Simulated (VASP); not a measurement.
Wanted: the native input for a VASP 6.6.1 run.

| Quantity | Value |
| --- | --- |
| Task | single point |
| Functional | PBE |
| Potentials or basis | VASP PAW PBE potentials, release 64 (Y_sv, F) |
| Cutoff | 520 eV |
| k mesh | 8 × 8 × 8 |
| Occupations | gaussian, width 0.1 eV |
| Spin | no spin polarisation |
| Dipole correction | no |
| Further INCAR settings | ALGO = Normal; EDIFF = 1e-06; NBANDS = 40 |

The structure of Y5F lies in POSCAR:

```
Y5F
1.0
   -4.1069786773      4.1069786773      2.5799512786
    4.1069786773     -4.1069786773      2.5799512786
    4.1069786773      4.1069786773     -2.5799512786
Y F
5 1
Direct
    0.9015739295      0.6995194532      0.6010933827
    0.0984260705      0.3004805468      0.3989066173
    0.3004805468      0.9015739295      0.2020544764
    0.6995194532      0.0984260705      0.7979455236
    0.5000000000      0.5000000000      0.0000000000
    0.0000000000      0.0000000000      0.0000000000
```

This cell differs from its parent crystal: volume scaled by 1.06, then relaxed in part.

These files were run (other wordings do the same):

INCAR

```
ALGO = Normal ; EDIFF = 1E-6
ENCUT = 520 ; GGA = PE
ISIF = 2 ; ISMEAR = 0
LASPH = True ; LCHARG = True
LELF = True ; LREAL = False
LVHAR = True ; LWAVE = False
NBANDS = 40 ; NELM = 80
PREC = Accurate ; SIGMA = 0.1
```

KPOINTS

```
k-points
0
Gamma
  8 8 8
```

Potentials or basis: VASP PAW PBE potentials, release 64 (Y_sv, F).

Run with:

```console
$ cat potpaw_PBE.64/Y_sv/POTCAR potpaw_PBE.64/F/POTCAR > POTCAR
$ mpirun -np 1 vasp_std > vasp.out
```

It gave:

| Item | Value |
| --- | --- |
| Pressure | -2.5 GPa |
| Largest force | 0.006 eV/Å |
| Band gap on the k mesh | zero (band 31 reaches 3.35 eV, above the bottom of band 32 at 2.91 eV) |

It took 11 min on 1 thread of Oxide Virtual Turin-like Processor (shared host), peak memory 0.59 GiB.
